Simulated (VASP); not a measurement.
The system is Li.

```
Li
1.0
     3.11100    0.00000    0.00000
    -1.55550    2.69421    0.00000
     0.00000    0.00000    5.09300
Li
2
Cartesian
  0.0000 1.7961 1.2732
  1.5555 0.8981 3.8197
```

```yaml
Program: VASP 6.6.1
Task: relaxation of cell and atoms
Functional: PBE
Dispersion: D3(BJ)
Potentials_or_basis: VASP PAW PBE potentials, release 64 (Li_sv)
Cutoff: 600 eV
k_mesh: 15 × 15 × 8
Occupations: gaussian, width 0.1 eV
Spin: no spin polarisation
```

At the start: pressure -2.0 GPa; volume 21.34 Å³/atom.

Q: Where does the relaxation end?

A: Over 6 steps the energy falls by 23.5 meV/atom and the volume is 18.02 Å³/atom (-15.6 %); space group P6_3/mmc (No. 194, to 0.05 Å).

Step by step:
```tsv
step	energy change (eV)	largest force (eV/Å)	pressure (GPa)	volume (Å³)
1	0.0000	0.0000	-1.99	42.69
2	-0.0183	0.0000	-1.64	41.07
3	-0.0451	0.0000	-0.48	37.20
4	-0.0469	0.0000	0.07	35.86
5	-0.0469	0.0000	0.00	36.03
6	-0.0469	0.0000	0.00	36.03
```

Final structure:
```
Li
1.0
     2.93905    0.00000    0.00000
    -1.46953    2.54529    0.00000
     0.00000    0.00000    4.81638
Li
2
Direct
  0.33333 0.66667 0.25000
  0.66667 0.33333 0.75000
```

Caveat: the cutoff is under 1.25 times the usual one of these potentials, so pressure, stress and relaxed cells hold a basis-set (Pulay) error; the volume moved by over 15 % at a fixed basis, so the end points are rough; the volume moved by -16 % from the deposited cell, more than functionals usually miss; pairwise dispersion overbinds metals, which lowers pressure and volume.
